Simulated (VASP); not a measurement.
Input of a VASP 6.6.1 run:

The input INCAR:

```
SYSTEM = Rb
PREC = Accurate
ENCUT = 520
EDIFF = 1E-6
ISMEAR = -1
SIGMA = 0.08
LREAL = .False.
LASPH = .True.
NELM = 60
ALGO = Normal
ISIF = 2
LWAVE = .False.
LCHARG = .True.
GGA = PE
LELF = .True.
LVHAR = .True.
NBANDS = 16
```

Contents of KPOINTS:

```
Automatic mesh
0
Gamma
  9 9 9
  0 0 0
```

The input POSCAR:

```
Rb
1.0
   -4.2020202351      4.2020202351      2.2664341177
    4.2020202351     -4.2020202351      2.2664341177
    4.2020202351      4.2020202351     -2.2664341177
Rb
2
Direct
   -0.3750000000     -0.1250000000     -0.2500000000
    0.3750000000      0.1250000000      0.2500000000
```

Potentials or basis: VASP PAW PBE potentials, release 64 (Rb_sv).

Launch:

```sh
$ cat potpaw_PBE.64/Rb_sv/POTCAR > POTCAR
$ mpirun -np 1 vasp_std > vasp.out
```

What does it give for the band gap on the k mesh?

Zero (bands 9 and 10 overlap by 1.47 eV).

Estimate the pressure.

0.6 GPa.
